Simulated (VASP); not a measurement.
# TaN (P-6m2) in VASP: single point with LDA

Aim: the single point of TaN with LDA.

All numbers are computed with VASP 6.6.1; they aren't measurements. Logs are shortened: lines on timing, memory, paths and dates and some standing lists are left out, and cuts for length are marked.

### Step 1. The cell of the first run

Symmetry: P-6m2, No. 187, hexagonal system. Conventional cell: a = 2.907 Å, b = 2.907 Å, c = 2.851 Å, α = 90.00°, β = 90.00°, γ = 120.00°. Ta (site symmetry -6m2) has 6 N at 2.20 Å and 8 Ta at 2.85 to 2.91 Å within 3.0 Å. Within 3.0 Å of N (site symmetry -6m2) lie 6 Ta at 2.20 Å and 8 N at 2.85 to 2.91 Å.

### Step 2. Single point, LDA

File INCAR:

```
SYSTEM = TaN
PREC = Accurate ; ENCUT = 700
EDIFF = 1E-6 ; ISMEAR = 0
SIGMA = 0.15 ; LREAL = .False.
LASPH = .True. ; NELM = 120
ALGO = Normal ; ISIF = 2
LWAVE = .False. ; LCHARG = .False.
GGA = CA ; NBANDS = 46
GGA_COMPAT = .False.
```

File KPOINTS:

```
regular mesh
0
Gamma
  15 15 5
  0 0 0
```

File POSCAR:

```
TaN
1.0
    1.4532781440     -2.5171515829      0.0000000000
    0.0000000000      0.0000000000     -2.8514389807
    8.7196688639      5.0343031657      0.0000000000
Ta N
4 4
Direct
    0.5000000000      0.5000000000      0.0833333333
    0.0000000000      0.5000000000      0.3333333333
    0.5000000000      0.5000000000      0.5833333333
    0.0000000000      0.5000000000      0.8333333333
    0.0000000000      0.0000000000      0.0000000000
    0.5000000000      0.0000000000      0.2500000000
    0.0000000000      0.0000000000      0.5000000000
    0.5000000000      0.0000000000      0.7500000000
```

Potentials or basis: VASP PAW LDA potentials, release 64 (Ta_sv_GW, N).

Run with:

```sh
cat potpaw_LDA.64/Ta_sv_GW/POTCAR potpaw_LDA.64/N/POTCAR > POTCAR
mpirun -np 1 vasp_std > vasp.out
```

OUTCAR:

```text
SYSTEM = TaN
   PREC = Accurate
   ENCUT = 700
   EDIFF = 1E-6
   ISMEAR = 0
   LREAL = .False.
   LASPH = .True.
   NELM = 120
   ISIF = 2
   GGA = CA

 ion  position               nearest neighbor table
   1  0.500  0.500  0.083-   5 2.20   5 2.20   5 2.20   5 2.20   6 2.20   6 2.20   4 2.91   2 2.91
                             2 2.91   4 2.91
   2  0.000  0.500  0.333-   6 2.20   6 2.20   6 2.20   6 2.20   7 2.20   7 2.20   1 2.91   3 2.91
                             1 2.91   3 2.91
   3  0.500  0.500  0.583-   7 2.20   7 2.20   7 2.20   7 2.20   8 2.20   8 2.20   2 2.91   4 2.91
                             2 2.91   4 2.91
   4  0.000  0.500  0.833-   8 2.20   8 2.20   8 2.20   8 2.20   5 2.20   5 2.20   3 2.91   1 2.91
                             1 2.91   3 2.91
   5  0.000  0.000  0.000-   1 2.20   1 2.20   1 2.20   1 2.20   4 2.20   4 2.20
   6  0.500  0.000  0.250-   2 2.20   2 2.20   2 2.20   2 2.20   1 2.20   1 2.20
   7  0.000  0.000  0.500-   3 2.20   3 2.20   3 2.20   3 2.20   2 2.20   2 2.20
   8  0.500  0.000  0.750-   4 2.20   4 2.20   4 2.20   4 2.20   3 2.20   3 2.20

  LATTYP: Found a simple orthorhombic cell.
 ALAT       =     2.8514389807
 B/A-ratio  =     1.0193296464
 C/A-ratio  =     3.5310614745

  Lattice vectors:

 A1 = (   0.0000000000,   0.0000000000,   2.8514389807)
 A2 = (   1.4532781440,  -2.5171515829,   0.0000000000)
 A3 = (   8.7196688639,   5.0343031657,   0.0000000000)

Analysis of symmetry for initial positions (statically):
=====================================================================
 Subroutine PRICEL returns following result:

  LATTYP: Found a hexagonal cell.
 ALAT       =     2.9065562880
 C/A-ratio  =     0.9810369035

  Lattice vectors:

 A1 = (   2.9065562880,  -0.0000000000,   0.0000000000)
 A2 = (  -1.4532781440,  -2.5171515829,   0.0000000000)
 A3 = (   0.0000000000,   0.0000000000,  -2.8514389807)

   4 primitive cells build up your supercell.

 Routine SETGRP: Setting up the symmetry group for a
 simple orthorhombic supercell.

 Subroutine GETGRP returns: Found  4 space group operations
 (whereof  4 operations were pure point group operations)
 out of a pool of  8 trial point group operations.

The static configuration has the point symmetry C_2v.

Analysis of symmetry for dynamics (positions and initial velocities):
=====================================================================
 Subroutine PRICEL returns following result:

  LATTYP: Found a hexagonal cell.
 ALAT       =     2.9065562880
 C/A-ratio  =     0.9810369035

  Lattice vectors:

 A1 = (   2.9065562880,  -0.0000000000,   0.0000000000)
 A2 = (  -1.4532781440,  -2.5171515829,   0.0000000000)
 A3 = (   0.0000000000,   0.0000000000,  -2.8514389807)

   4 primitive cells build up your supercell.

 Routine SETGRP: Setting up the symmetry group for a
 simple orthorhombic supercell.

 Subroutine GETGRP returns: Found  4 space group operations
 (whereof  4 operations were pure point group operations)
 out of a pool of  8 trial point group operations.

The dynamic configuration has the point symmetry C_2v.

 Subroutine INISYM returns: Found  4 space group operations
 (whereof  4 operations are pure point group operations),
 and found     4 'primitive' translations

----------------------------------------------------------------------------------------

                                     Primitive cell

  volume of cell :      20.8618

  direct lattice vectors                    reciprocal lattice vectors
     2.906556288 -0.000000000  0.000000000     0.344049762 -0.198637223  0.000000000
    -1.453278144 -2.517151583  0.000000000    -0.000000000 -0.397274446  0.000000000
     0.000000000  0.000000000 -2.851438981     0.000000000  0.000000000 -0.350700123

  length of vectors
     2.906556288  2.906556288  2.851438981     0.397274446  0.397274446  0.350700123

  position of ions in fractional coordinates (direct lattice)
     0.666666667  0.333333333  0.500000000
     0.000000000  0.000000000  0.000000000

  ion indices of the primitive-cell ions
   primitive index   ion index
                 1           1
                 2           6

----------------------------------------------------------------------------------------

 KPOINTS: regular mesh

Automatic generation of k-mesh.
 Grid dimensions read from file:
 generate k-points for:   15   15    5

 Generating k-lattice:

  Cartesian coordinates                     Fractional coordinates (reciprocal lattice)
     0.011468325 -0.019863722  0.000000000     0.066666667  0.000000000  0.000000000
     0.000000000  0.000000000 -0.023380008     0.000000000  0.066666667  0.000000000
     0.017202488  0.009931861  0.000000000    -0.000000000  0.000000000  0.200000000

  Length of vectors
     0.022936651  0.023380008  0.019863722

  Shift w.r.t. Gamma in fractional coordinates (k-lattice)
     0.000000000  0.000000000  0.000000000

 Subroutine IBZKPT returns following result:
 ===========================================

 Found    192 irreducible k-points:

 Following reciprocal coordinates:
            Coordinates               Weight
  0.000000  0.000000  0.000000      1.000000
  0.066667  0.000000  0.000000      2.000000
  0.133333  0.000000  0.000000      2.000000
  0.200000  0.000000  0.000000      2.000000
  0.266667  0.000000  0.000000      2.000000
  0.333333  0.000000  0.000000      2.000000
[... 16 lines left out ...]
  0.400000  0.133333  0.000000      4.000000
  0.466667  0.133333  0.000000      4.000000
 [... further k-points ...]
   k-points           NKPTS =    192   k-points in BZ     NKDIM =    192   number of bands    NBANDS=     46
   number of dos      NEDOS =    301   number of ions     NIONS =      8
   total plane-waves  NPLWV =  70560
   dimension x,y,z NGX =    28 NGY =   28 NGZ =   90
   dimension x,y,z NGXF=    56 NGYF=   56 NGZF=  180
   ions per type =               4   4
   NGX,Y,Z   is equivalent  to a cutoff of  16.02, 16.32, 14.86 a.u.
   NGXF,Y,Z  is equivalent  to a cutoff of  32.03, 32.65, 29.72 a.u.
 SYSTEM =  TaN
   PREC   = accura    normal or accurate (medium, high low for compatibility)
   ISTART =      0    job   : 0-new  1-cont  2-samecut
   ICHARG =      2    charge: 1-file 2-atom 10-const
   ISPIN  =      1    spin polarized calculation?
   LNONCOLLINEAR =      F non collinear calculations
   LSORBIT =      F    spin-orbit coupling
   LASPH  =      T    aspherical Exc in radial PAW
   ENCUT  =  700.0 eV  51.45 Ry    7.17 a.u.   6.27  6.15 21.72*2*pi/ulx,y,z
   NELM   =    120;   NELMIN=  2; NELMDL= -5     # of ELM steps
   EDIFF  = 0.1E-05   stopping-criterion for ELM
   LREAL  =      F    real-space projection
   EDIFFG = 0.1E-04   stopping-criterion for IOM
   NSW    =      0    number of steps for IOM
   IBRION =     -1    ionic relax: 0-MD 1-quasi-New 2-CG
   NFREE  =      0    steps in history (QN), initial steepest desc. (CG)
   ISIF   =      2    stress and relaxation
   ISYM   =      2    0-nonsym 1-usesym 2-fastsym
   POTIM  = 0.5000    time-step for ionic-motion
   TEBEG  =    0.0;   TEEND  =   0.0 temperature during run
   PSTRESS=    0.0 pullay stress
   NELECT =      72.0000    total number of electrons
   NUPDOWN=      -1.0000    fix difference up-down
   EMIN   =  10.00;   EMAX   =-10.00  energy-range for DOS
   EFERMI =   0.00;   METHOD = LEGACY
   ISMEAR =     0;   SIGMA  =   0.15  broadening in eV -4-tet -1-fermi 0-gaus
   EFERMI_NEDOS =   21; number of points for ismear=-14 and -15
   IALGO  =     38    algorithm
   IMIX   =      4    mixing-type and parameters
     AMIX     =   0.40;   BMIX     =  1.00
     AMIX_MAG =   1.60;   BMIX_MAG =  1.00
  volume/ion in A,a.u.               =      10.43        70.39
  Fermi-wavevector in a.u.,A,eV,Ry     =   1.558529  2.945193 33.048731  2.429013
  Thomas-Fermi vector in A             =   2.662020
   LORBIT       =      0    0 simple, 1 ext, 2 COOP (PROOUT), +10 PAW based schemes
   GGA     = CA    functional components
   LHFCALC =     F    Hartree Fock is set to
   AEXX    =    0.0000 exact exchange contribution
   IVDW    =     0    specifies the selected vdW correction
   LEPSILON=     F    determine dielectric tensor
   LRPA    =     F    only Hartree local field effects (RPA)
 non-spin polarized calculation
 Gauss-broadening in eV      SIGMA  =   0.15
  energy-cutoff  :      700.00
  volume of cell :       83.45
 maximum number of plane-waves:      3538
 NGX is ok and might be reduce to    28
   NGX = 13   NGY = 13   NGZ = 43

 number of electron      71.9999996 magnetization

 Free energy of the ion-electron system (eV)
  ---------------------------------------------------
  ext. energy  EPLUGINS =         0.00000000
  ---------------------------------------------------
  free energy    TOTEN  =      -108.92021157 eV

  energy without entropy =     -108.91712271  energy(sigma->0) =     -108.91866714

 E-fermi :  12.5731     XC(G=0): -14.1641

 val. band max:       12.5726110209   @ k =   0.0000   0.4000   0.0000
 cond. band min:      12.5848514205   @ k =  -0.0000   0.4667   0.2000
 fundamental gap:      0.0122403996
 Fermi energy:        12.5731191008

 k-point     1 :       0.0000    0.0000    0.0000
  band No.  band energies     occupation
      1     -55.4074      2.00000
      2     -55.3620      2.00000
      3     -55.3620      2.00000
      4     -55.3163      2.00000
      5     -22.8197      2.00000
      6     -22.2578      2.00000
[... 38 lines left out ...]
     45      16.7591      0.00000
     46      16.7998      0.00000

 k-point     2 :       0.0667    0.0000    0.0000
  band No.  band energies     occupation
      1     -55.4045      2.00000
      2     -55.3600      2.00000
      3     -55.3600      2.00000
      4     -55.3153      2.00000
      5     -22.8041      2.00000
      6     -22.2691      2.00000
[... 38 lines left out ...]
     45      16.6593      0.00000
     46      16.7537      0.00000

 k-point     3 :       0.1333    0.0000    0.0000
  band No.  band energies     occupation
      1     -55.3960      2.00000
      2     -55.3544      2.00000
      3     -55.3544      2.00000
      4     -55.3127      2.00000
      5     -22.7585      2.00000
      6     -22.3101      2.00000
[... 38 lines left out ...]
     45      16.3954      0.00000
     46      16.5891      0.00000

 k-point     4 :       0.2000    0.0000    0.0000
  band No.  band energies     occupation
      1     -55.3831      2.00000
      2     -55.3463      2.00000
      3     -55.3463      2.00000
      4     -55.3092      2.00000
      5     -22.6864      2.00000
      6     -22.3945      2.00000
[... 920 lines left out ...]
     45      16.2759      0.00000
     46      17.3039      0.00000

 k-point    23 :       0.4000    0.1333    0.0000
  band No.  band energies     occupation
      1     -55.3253      2.00000
      2     -55.3112      2.00000
      3     -55.3112      2.00000
      4     -55.2971      2.00000
      5     -22.7223      2.00000
      6     -22.7223      2.00000
[... 38 lines left out ...]
     45      16.3735      0.00000
     46      17.5423      0.00000

 k-point    24 :       0.4667    0.1333    0.0000
  band No.  band energies     occupation
      1     -55.3121      2.00000
      2     -55.3073      2.00000
      3     -55.3073      2.00000
      4     -55.3026      2.00000
      5     -22.7801      2.00000
      6     -22.7801      2.00000
[... 38 lines left out ...]
     45      17.0527      0.00000
     46      17.5096      0.00000

 [... further k-points ...]

------------------------ aborting loop because EDIFF is reached ----------------------------------------

  FORCE on cell =-STRESS in cart. coord.  units (eV):
  Direction    XX          YY          ZZ          XY          YZ          ZX
  --------------------------------------------------------------------------------------
  -------------------------------------------------------------------------------------
  Total        0.5881930      0.5876670      0.7008969      0.0004556      0.0000000      0.0000000
  in kB       11.2932329     11.2831328     13.4571321      0.0087470      0.0000000      0.0000000
  external PRESSURE =      12.0111659 kB  Pullay stress =       0.0000000 kB

 VOLUME and BASIS-vectors are now :
 -----------------------------------------------------------------------------
  energy-cutoff  :      700.00
  volume of cell :       83.45
      direct lattice vectors                 reciprocal lattice vectors
     1.453278144 -2.517151583  0.000000000     0.172024881 -0.297955834  0.000000000
     0.000000000  0.000000000 -2.851438981     0.000000000  0.000000000 -0.350700123
     8.719668864  5.034303166  0.000000000     0.086012441  0.049659306  0.000000000

 POSITION                                       TOTAL-FORCE (eV/Angst)
 -----------------------------------------------------------------------------------
      1.45328     -0.83905     -1.42572        -0.000103     -0.000060     -0.000000
      2.90656      1.67810     -1.42572        -0.000103     -0.000060      0.000000
      5.81311      1.67810     -1.42572        -0.000103     -0.000060      0.000000
      7.26639      4.19525     -1.42572        -0.000103     -0.000060     -0.000000
      0.00000      0.00000      0.00000         0.000103      0.000060     -0.000000
      2.90656     -0.00000      0.00000         0.000103      0.000060     -0.000000
      4.35983      2.51715      0.00000         0.000103      0.000060     -0.000000
      7.26639      2.51715      0.00000         0.000103      0.000060     -0.000000
 -----------------------------------------------------------------------------------
    total drift:                               -0.000046     -0.000026     -0.000000

  FREE ENERGIE OF THE ION-ELECTRON SYSTEM (eV)
  ---------------------------------------------------
  free  energy   TOTEN  =      -108.9202115663 eV

  energy  without entropy=     -108.9171227063  energy(sigma->0) =     -108.91866714
```

It took 22 min on 1 thread of Intel Xeon Platinum 8259CL at 2.50GHz (Skylake/Cascade Lake), shared host; peak memory 0.87 GiB.

What came out:

```
Free energy            : -108.9202 eV
Pressure               : 1.2 GPa
Band gap on the k mesh : zero (bands 36 and 37 overlap by 0.31 eV)
```

Stress tensor (GPa, compression positive):
```
1.13 0.00 0.00
0.00 1.13 0.00
0.00 0.00 1.35
```

Levels at points of the mesh, in eV from the Fermi level:
```csv
k point,band 34,band 35,band 36,band 37,band 38,band 39
"(0.00, 0.00, 0.00)",-3.16,-3.15,-2.87,2.30,2.30,2.63
```

Caveat: spin-orbit coupling is left out, which moves the levels of the heavy elements.
